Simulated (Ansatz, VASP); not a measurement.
**Sc2GeTe2: VASP beside Ansatz**

```
CELL_PARAMETERS angstrom
4.14385 0.00000 0.00000
-2.07192 3.58868 0.00000
0.00000 0.00000 12.96705
ATOMIC_POSITIONS crystal
Sc 0.33333 0.66667 0.20835
Sc 0.33333 0.66667 0.79165
Ge 0.33333 0.66667 0.00000
Te 0.66667 0.33333 0.67848
Te 0.66667 0.33333 0.32152
```

Alike in both runs: functional PBE; k mesh 12 × 12 × 4; occupations gaussian, width 0.1 eV; no spin polarisation.

Ansatz relaxed the structure, and its values are those at the end. VASP's run is a single point on that final structure, the one shown.

|  | VASP | Ansatz |
| --- | --- | --- |
| version | VASP 6.6.1 | Ansatz 0.2.0 |
| potentials or method | VASP PAW PBE potentials, release 64 (Sc_sv, Ge_d, Te), cutoff 520 eV | scalar-relativistic, plane waves, PAW |
| valence electrons in the cell | 48 | 68 |

Ansatz gave:

```
gap on the k mesh at the Fermi level (eV) : none
pressure (GPa)                            : 0.0
rms of the force components (eV/Å)        : 0.002
```

What did VASP give for the same quantities?

gap on the k mesh at the Fermi level (eV): none; pressure (GPa): 0.1; rms of the force components (eV/Å): 0.012.

A gap of «none» marks a metal or a gap that the smearing closes. VASP's potentials hold 48 valence electrons a cell and Ansatz's 68, so a difference there can come from the potentials and not from the codes.

Spin-orbit coupling is off throughout.
